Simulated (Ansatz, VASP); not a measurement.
**AlGa3As4 in VASP and in Ansatz**

The input INCAR:

```
SYSTEM = AlGa3As4
PREC     = Accurate       ! precision mode
ENCUT    = 520            ! plane-wave cutoff, eV
EDIFF    = 1E-7           ! SCF threshold, eV
ISMEAR   = -1             ! smearing method
SIGMA    = 0.02           ! smearing width, eV
LREAL    = .FALSE.        ! projectors in reciprocal space
LASPH    = .TRUE.         ! aspherical terms in the spheres
NELM     = 100            ! most SCF steps
ALGO     = Normal         ! electronic algorithm
ISIF     = 2              ! what is computed and relaxed
LWAVE    = .FALSE.        ! write WAVECAR
LCHARG   = .FALSE.        ! write CHGCAR
GGA      = PE             ! functional
NBANDS   = 41             ! bands
```

The input KPOINTS:

```
regular mesh
0
G
  6 6 6
  0 0 0
```

Contents of POSCAR:

```
AlGa3As4
1.0
   -2.8351983275      2.8351983275      5.6705050153
    2.8351983275     -2.8351983275      5.6705050153
    2.8351983275      2.8351983275     -5.6705050153
Al As Ga
1 4 3
Direct
    0.0000000000      0.0000000000      0.0000000000
    0.3748847073      0.3748847073      0.5000326767
    0.1251479694      0.6251152927      0.0000000000
    0.8748520306      0.8748520306      0.4999673233
    0.6251152927      0.1251479694      0.0000000000
    0.7500000000      0.2500000000      0.5000000000
    0.5000000000      0.5000000000      0.0000000000
    0.2500000000      0.7500000000      0.5000000000
```

Input for Ansatz:

```yaml
crystal:
  lattice:
    - [-2.8351983275, 2.8351983275, 5.6705050153]
    - [2.8351983275, -2.8351983275, 5.6705050153]
    - [2.8351983275, 2.8351983275, -5.6705050153]
  atoms:
    - { symbol: Al, position: [0.0, 0.0, 0.0] }
    - { symbol: As, position: [0.3748847073, 0.3748847073, 0.5000326767] }
    - { symbol: Ga, position: [0.75, 0.25, 0.5] }
    - { symbol: As, position: [0.1251479694, 0.6251152927, 0.0] }
    - { symbol: Ga, position: [0.5, 0.5, 0.0] }
    - { symbol: As, position: [0.8748520306, 0.8748520306, 0.4999673233] }
    - { symbol: Ga, position: [0.25, 0.75, 0.5] }
    - { symbol: As, position: [0.6251152927, 0.1251479694, 0.0] }
kpoints:
  mp_grid: { grid: [6, 6, 6] }
  band_path:
    path:
      - [[0.0, 0.0, 0.0], [2.7536124546e-18, -2.7536124546e-18, 0.5], [0.25, 0.25, 0.25], [8.563246489754e-18, 0.5, -8.563246489754e-18], [0.0, 0.0, 0.0], [0.5, 0.5, -0.5], [0.3124976113396, 0.6875023886604, -0.3124976113396]]
      - [[-0.3124976113396, 0.3124976113396, 0.3124976113396], [0.0, 0.0, 0.0]]
      - [[2.7536124546e-18, -2.7536124546e-18, 0.5], [-0.1249952226793, 0.1249952226793, 0.5]]
      - [[0.5, 0.5, -0.1249952226793], [0.5, 0.5, -0.5]]
    npoints: 10
hamiltonian:
  xc: pbe
scf:
  occupations: { method: fermi_dirac, width: 0.02 }
  n_extra_bands: 6
output:
  forces: true
  stress: true
  eigenvalues: true
```

Alike in both runs: task single point; functional PBE; k mesh 6 × 6 × 6; occupations fermi-dirac, width 0.02 eV; no spin polarisation.

|  | VASP | Ansatz |
| --- | --- | --- |
| version | VASP 6.6.1 | Ansatz 0.2.0 |
| potentials or method | VASP PAW PBE potentials, release 64 (Al, As, Ga_d) | plane waves, PAW |
| plane-wave cutoff (eV) | 520 | 420 |
| valence electrons in the cell | 62 | 102 |

|  | VASP | Ansatz | Ansatz less VASP |
| --- | --- | --- | --- |
| gap on the k mesh at the Fermi level (eV) | 0.83 | 0.83 | -0.004 |
| pressure (GPa) | 2.7 | 2.5 | -0.19 |
| rms of the force components (eV/Å) | 0.022 | 0.021 | -0.0011 |

With one functional, cell and mesh, what is left measures potentials, basis and numerics. VASP's potentials hold 62 valence electrons a cell and Ansatz's 102, so a difference there can come from the potentials and not from the codes.
